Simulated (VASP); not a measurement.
# SrTiO3 (Pmmm) in VASP: notebook

SrTiO3 is run at these levels: PBE; tasks: single point.

Everything below comes from runs of VASP 6.6.1. Logs are shortened: lines on timing, memory, paths and dates and some standing lists are left out, and cuts for length are marked.

### Step 1. The cell of the first run

It takes space group Pmmm (No. 47, orthorhombic). The conventional cell has a = 3.838 Å, b = 3.936 Å, c = 4.035 Å, α = 90.00°, β = 90.00°, γ = 90.00°. Sr (site symmetry mmm) has 12 O at 2.75 to 2.82 Å and 8 Ti at 3.41 Å within 3.6 Å. Within 2.5 Å of Ti (site symmetry mmm) lie 6 O at 1.92 to 2.02 Å. O (site symmetry mmm) has 2 Ti at 2.02 Å within 2.7 Å. O (site symmetry mmm) has 2 Ti at 1.92 Å within 2.5 Å. Within 2.6 Å of O (site symmetry mmm) lie 2 Ti at 1.97 Å.

### Step 2. Single point, PBE (strain +0.0250 x Voigt [1, -1, 0, 0, 0, 0])

INCAR reads:

```
PREC = Accurate
ENCUT = 520
EDIFF = 1E-6
ISMEAR = 0
SIGMA = 0.05
LREAL = False
LASPH = True
NELM = 60
ALGO = Normal
ISIF = 2
LWAVE = False
LCHARG = True
GGA = PE
LELF = True
LVHAR = True
NBANDS = 28
```

KPOINTS reads:

```
regular mesh
0
Gamma
  8 8 8
```

POSCAR reads:

```
SrTiO3
1.0
    4.0348136561      0.0000000000      0.0000000000
    0.0000000000      3.8379934777      0.0000000000
    0.0000000000      0.0000000000      3.9364035669
Sr Ti O
1 1 3
Direct
    0.0000000000      0.0000000000      0.0000000000
    0.5000000000      0.5000000000      0.5000000000
    0.0000000000      0.5000000000      0.5000000000
    0.5000000000      0.0000000000      0.5000000000
    0.5000000000      0.5000000000      0.0000000000
```

Potentials or basis: VASP PAW PBE potentials, release 64 (Sr_sv, Ti_sv, O).

Launch:

```sh
> cat potpaw_PBE.64/Sr_sv/POTCAR potpaw_PBE.64/Ti_sv/POTCAR potpaw_PBE.64/O/POTCAR > POTCAR
> mpirun -np 1 vasp_std > vasp.out
```

OUTCAR:

```text
PREC = Accurate
   ENCUT = 520
   EDIFF = 1E-6
   ISMEAR = 0
   LREAL = False
   LASPH = True
   NELM = 60
   ISIF = 2
   GGA = PE

 ion  position               nearest neighbor table
   1  0.000  0.000  0.000-   3 2.75   3 2.75   3 2.75   3 2.75   5 2.78   5 2.78   5 2.78   5 2.78
                             4 2.82   4 2.82   4 2.82   4 2.82   2 3.41   2 3.41   2 3.41   2 3.41
   2  0.500  0.500  0.500-   4 1.92   4 1.92   5 1.97   5 1.97   3 2.02   3 2.02   1 3.41   1 3.41
                             1 3.41   1 3.41   1 3.41   1 3.41   1 3.41   1 3.41
   3  0.000  0.500  0.500-   2 2.02   2 2.02   1 2.75   1 2.75   1 2.75   1 2.75
   4  0.500  0.000  0.500-   2 1.92   2 1.92   1 2.82   1 2.82   1 2.82   1 2.82
   5  0.500  0.500  0.000-   2 1.97   2 1.97   1 2.78   1 2.78   1 2.78   1 2.78

  LATTYP: Found a simple orthorhombic cell.
 ALAT       =     3.8379934777
 B/A-ratio  =     1.0256410256
 C/A-ratio  =     1.0512820513

  Lattice vectors:

 A1 = (   0.0000000000,   3.8379934777,   0.0000000000)
 A2 = (   0.0000000000,   0.0000000000,   3.9364035669)
 A3 = (   4.0348136561,   0.0000000000,   0.0000000000)

Analysis of symmetry for initial positions (statically):
=====================================================================
 Subroutine PRICEL returns:
 Original cell was already a primitive cell.

 Routine SETGRP: Setting up the symmetry group for a
 simple orthorhombic supercell.

 Subroutine GETGRP returns: Found  8 space group operations
 (whereof  8 operations were pure point group operations)
 out of a pool of  8 trial point group operations.

The static configuration has the point symmetry D_2h.

Analysis of symmetry for dynamics (positions and initial velocities):
=====================================================================
 Subroutine PRICEL returns:
 Original cell was already a primitive cell.

 Routine SETGRP: Setting up the symmetry group for a
 simple orthorhombic supercell.

 Subroutine GETGRP returns: Found  8 space group operations
 (whereof  8 operations were pure point group operations)
 out of a pool of  8 trial point group operations.

The dynamic configuration has the point symmetry D_2h.

 Subroutine INISYM returns: Found  8 space group operations
 (whereof  8 operations are pure point group operations),
 and found     1 'primitive' translations

----------------------------------------------------------------------------------------

                                     Primitive cell

[... 93 lines left out ...]
   LASPH  =      T    aspherical Exc in radial PAW
   ENCUT  =  520.0 eV  38.22 Ry    6.18 a.u.   7.50  7.14  7.32*2*pi/ulx,y,z
   NELM   =     60;   NELMIN=  2; NELMDL= -5     # of ELM steps
   EDIFF  = 0.1E-05   stopping-criterion for ELM
   LREAL  =      F    real-space projection
   EDIFFG = 0.1E-04   stopping-criterion for IOM
   NSW    =      0    number of steps for IOM
   IBRION =     -1    ionic relax: 0-MD 1-quasi-New 2-CG
   NFREE  =      0    steps in history (QN), initial steepest desc. (CG)
   ISIF   =      2    stress and relaxation
   ISYM   =      2    0-nonsym 1-usesym 2-fastsym
   POTIM  = 0.5000    time-step for ionic-motion
   TEBEG  =    0.0;   TEEND  =   0.0 temperature during run
   PSTRESS=    0.0 pullay stress
   NELECT =      40.0000    total number of electrons
   NUPDOWN=      -1.0000    fix difference up-down
   EMIN   =  10.00;   EMAX   =-10.00  energy-range for DOS
   EFERMI =   0.00;   METHOD = LEGACY
   ISMEAR =     0;   SIGMA  =   0.05  broadening in eV -4-tet -1-fermi 0-gaus
   EFERMI_NEDOS =   21; number of points for ismear=-14 and -15
   IALGO  =     38    algorithm
   IMIX   =      4    mixing-type and parameters
     AMIX     =   0.40;   BMIX     =  1.00
     AMIX_MAG =   1.60;   BMIX_MAG =  1.00
  volume/ion in A,a.u.               =      12.19        82.27
  Fermi-wavevector in a.u.,A,eV,Ry     =   1.422610  2.688342 27.535714  2.023818
  Thomas-Fermi vector in A             =   2.543295
   LORBIT       =      0    0 simple, 1 ext, 2 COOP (PROOUT), +10 PAW based schemes
   GGA     = PE    functional components
   LHFCALC =     F    Hartree Fock is set to
   AEXX    =    0.0000 exact exchange contribution
   IVDW    =     0    specifies the selected vdW correction
   LEPSILON=     F    determine dielectric tensor
   LRPA    =     F    only Hartree local field effects (RPA)
 non-spin polarized calculation
 Gauss-broadening in eV      SIGMA  =   0.05
  energy-cutoff  :      520.00
  volume of cell :       60.96
 maximum number of plane-waves:      1668
   NGX = 15   NGY = 15   NGZ = 15

 number of electron      39.9999999 magnetization

 Free energy of the ion-electron system (eV)
  ---------------------------------------------------
  ext. energy  EPLUGINS =         0.00000000
  ---------------------------------------------------
  free energy    TOTEN  =       -40.05057205 eV

  energy without entropy =      -40.05057205  energy(sigma->0) =      -40.05057205

 E-fermi :   4.4193     XC(G=0): -11.1467

 val. band max:        4.0262036697   @ k =   0.5000   0.5000   0.5000
 cond. band min:       5.7476921885   @ k =   0.0000   0.0000   0.0000
 fundamental gap:      1.7214885188
 Fermi energy:         4.4193100437

 k-point     1 :       0.0000    0.0000    0.0000
  band No.  band energies     occupation
      1     -52.5796      2.00000
      2     -28.8860      2.00000
      3     -28.8321      2.00000
      4     -28.8096      2.00000
      5     -28.7999      2.00000
      6     -13.4040      2.00000
[... 733 lines left out ...]
     27      12.0456      0.00000
     28      12.9775      0.00000

 [... further k-points ...]
[... 5 lines left out ...]
  --------------------------------------------------------------------------------------
  -------------------------------------------------------------------------------------
  Total       -1.5323643      2.6910794      0.3067884      0.0000000      0.0000000      0.0000000
  in kB      -40.2759014     70.7309950      8.0634749      0.0000000      0.0000000      0.0000000
  external PRESSURE =      12.8395228 kB  Pullay stress =       0.0000000 kB

 VOLUME and BASIS-vectors are now :
 -----------------------------------------------------------------------------
  energy-cutoff  :      520.00
  volume of cell :       60.96
      direct lattice vectors                 reciprocal lattice vectors
     4.034813656  0.000000000  0.000000000     0.247842920  0.000000000  0.000000000
     0.000000000  3.837993478  0.000000000     0.000000000  0.260552814  0.000000000
     0.000000000  0.000000000  3.936403567     0.000000000  0.000000000  0.254038993

 POSITION                                       TOTAL-FORCE (eV/Angst)
 -----------------------------------------------------------------------------------
      0.00000      0.00000      0.00000         0.000000      0.000000      0.000000
      2.01741      1.91900      1.96820         0.000000      0.000000      0.000000
      0.00000      1.91900      1.96820         0.000000      0.000000      0.000000
      2.01741      0.00000      1.96820         0.000000      0.000000      0.000000
      2.01741      1.91900      0.00000         0.000000      0.000000      0.000000
 -----------------------------------------------------------------------------------
    total drift:                                0.000000      0.000000     -0.000000

  FREE ENERGIE OF THE ION-ELECTRON SYSTEM (eV)
  ---------------------------------------------------
  free  energy   TOTEN  =       -40.0505720496 eV

  energy  without entropy=      -40.0505720496  energy(sigma->0) =      -40.05057205
```

OSZICAR:

```text
N       E                     dE             d eps       ncg     rms          rms(c)
DAV:   1     0.436005242368E+03    0.43601E+03   -0.21341E+04  7000   0.159E+03
DAV:   2    -0.442907596984E+01   -0.44043E+03   -0.42021E+03  8068   0.439E+02
DAV:   3    -0.482196577617E+02   -0.43791E+02   -0.43433E+02  9564   0.135E+02
DAV:   4    -0.503757763962E+02   -0.21561E+01   -0.21512E+01 10692   0.256E+01
DAV:   5    -0.504343388510E+02   -0.58562E-01   -0.58551E-01  9668   0.345E+00    0.260E+01
DAV:   6    -0.401321978028E+02    0.10302E+02   -0.53810E+01 10052   0.639E+01    0.142E+01
DAV:   7    -0.401485896969E+02   -0.16392E-01   -0.83582E+00  9280   0.216E+01    0.106E+01
DAV:   8    -0.400950474662E+02    0.53542E-01   -0.13429E+00  8620   0.119E+01    0.313E+00
DAV:   9    -0.400654372914E+02    0.29610E-01   -0.29306E-01  9140   0.449E+00    0.128E+00
DAV:  10    -0.400543835996E+02    0.11054E-01   -0.84884E-02  9100   0.221E+00    0.622E-01
DAV:  11    -0.400506662613E+02    0.37173E-02   -0.17381E-02 11056   0.133E+00    0.167E-01
DAV:  12    -0.400506033337E+02    0.62928E-04   -0.13362E-03  8320   0.366E-01    0.129E-01
DAV:  13    -0.400505903876E+02    0.12946E-04   -0.24755E-04 10628   0.123E-01    0.651E-02
DAV:  14    -0.400505697708E+02    0.20617E-04   -0.19531E-04  8972   0.135E-01    0.191E-02
DAV:  15    -0.400505728267E+02   -0.30559E-05   -0.18788E-05  9224   0.315E-02    0.155E-02
DAV:  16    -0.400505720496E+02    0.77717E-06   -0.54546E-06  7668   0.184E-02
   1 F= -.40050572E+02 E0= -.40050572E+02  d E =-.828855E-31
```

stdout:

```text
POSCAR found type information on POSCAR SrTiO
 POSCAR found :  3 types and       5 ions
 scaLAPACK will be used
 LDA part: xc-table for (Slater+PW92), standard interpolation
 POSCAR, INCAR and KPOINTS ok, starting setup
 FFT: planning ... GRIDC
 FFT: planning ... GRID_SOFT
 FFT: planning ... GRID
 WAVECAR not read
 entering main loop
```

It took 2.8 min on 1 thread of Intel Xeon Platinum 8488C (Sapphire Rapids), shared host; peak memory 0.32 GiB.

What came out:

| Item | Value |
| --- | --- |
| Free energy | -40.0506 eV |
| Pressure | 1.3 GPa |
| Band gap on the k mesh | 1.72 eV, indirect (least direct gap 2.12 eV) |

Stress tensor (GPa, compression positive):
```
-4.03  0.00  0.00
 0.00  7.07  0.00
 0.00  0.00  0.81
```

Caveat: the cell differs from its parent crystal (strain +0.0250 x Voigt [1, -1, 0, 0, 0, 0]).

### Step 3. Single point, PBE (strain +0.0125 x Voigt [1, -1, 0, 0, 0, 0])

INCAR reads:

```
SYSTEM = SrTiO3
PREC = Accurate
ENCUT = 520
EDIFF = 1E-7
ISMEAR = 0
SIGMA = 0.05
LREAL = .False.
LASPH = .True.
NELM = 100
ALGO = Normal
ISIF = 2
LWAVE = .False.
LCHARG = .True.
GGA = PE
LELF = .True.
LVHAR = .True.
NBANDS = 28
```

KPOINTS reads:

```
Automatic mesh
0
Gamma
  8 8 8
  0 0 0
```

POSCAR, as its differences from that of step 2:

```diff
@@ -2,4 +2,4 @@
 1.0
-    4.0348136561      0.0000000000      0.0000000000
-    0.0000000000      3.8379934777      0.0000000000
+    3.9856086115      0.0000000000      0.0000000000
+    0.0000000000      3.8871985223      0.0000000000
     0.0000000000      0.0000000000      3.9364035669
```

Potentials or basis: VASP PAW PBE potentials, release 64 (Sr_sv, Ti_sv, O).

Launch:

```sh
> cat potpaw_PBE.64/Sr_sv/POTCAR potpaw_PBE.64/Ti_sv/POTCAR potpaw_PBE.64/O/POTCAR > POTCAR
> mpirun -np 1 vasp_std > vasp.out
```

Run time: 3.3 min. Hardware: 1 thread of Intel Xeon Platinum 8488C (Sapphire Rapids), shared host; peak memory 0.33 GiB.

It converged, with:

```
Free energy            : -40.0902 eV
Pressure               : 0.8 GPa
Band gap on the k mesh : 1.76 eV, indirect (least direct gap 2.15 eV)
```

Stress tensor (GPa, compression positive):
```
-1.92  0.00  0.00
 0.00  3.57  0.00
 0.00  0.00  0.65
```

Levels at points of the mesh, in eV from the valence-band top:
| k point | band 18 | band 19 | band 20 | band 21 | band 22 | band 23 |
| --- | --- | --- | --- | --- | --- | --- |
| (0.00, 0.00, 0.00) | -0.40 | -0.40 | -0.38 | 1.76 | 1.79 | 1.81 |
| (0.50, 0.00, 0.00) | -1.94 | -0.75 | -0.74 | 1.95 | 3.52 | 3.52 |
| (0.00, 0.50, 0.00) | -1.94 | -0.78 | -0.77 | 1.94 | 3.75 | 3.75 |
| (0.50, 0.50, 0.00) | -1.57 | -1.57 | -0.13 | 3.53 | 3.75 | 4.09 |
| (0.00, 0.00, 0.50) | -1.94 | -0.77 | -0.75 | 1.95 | 3.63 | 3.64 |
| (0.50, 0.00, 0.50) | -1.64 | -1.64 | -0.16 | 3.53 | 3.64 | 4.01 |
| (0.00, 0.50, 0.50) | -1.50 | -1.50 | -0.08 | 3.64 | 3.75 | 4.16 |
| (0.50, 0.50, 0.50) | -0.05 | -0.03 | 0.00 | 4.22 | 4.29 | 4.35 |

Caveat: the cell differs from its parent crystal (strain +0.0125 x Voigt [1, -1, 0, 0, 0, 0]).
